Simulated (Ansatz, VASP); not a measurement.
**Zn2BF: VASP beside Ansatz**

```
Zn B F
1.0
     3.18798    0.00000    0.00000
     0.00000    3.18798    0.00000
     0.00000    0.00000    5.75713
Zn B F
2 1 1
Cartesian
  1.5940 0.0000 4.4246
  0.0000 1.5940 1.3325
  0.0000 0.0000 0.0000
  1.5940 1.5940 2.8786
```

Alike in both runs: functional PBE; k mesh 4 × 4 × 3; occupations gaussian, width 0.15 eV; no spin polarisation.

Ansatz relaxed the structure, and its values are those at the end. VASP's run is a single point on that final structure, the one shown.

|  | VASP | Ansatz |
| --- | --- | --- |
| version | VASP 6.6.1 | Ansatz 0.2.0 |
| potentials or method | VASP PAW PBE potentials, release 64 (Zn, B, F), cutoff 600 eV | scalar-relativistic, plane waves, PAW |
| valence electrons in the cell | 34 | 34 |

Ansatz gave:

```
gap on the k mesh at the Fermi level (eV) : none
pressure (GPa)                            : -0.4
rms of the force components (eV/Å)        : 0.019
```

Q: What did VASP give for the same quantities?

A: gap on the k mesh at the Fermi level (eV): none; pressure (GPa): -0.3; rms of the force components (eV/Å): 0.020.

A gap of «none» marks a metal or a gap that the smearing closes.

The k mesh is coarse, so the values compare programs but aren't converged.
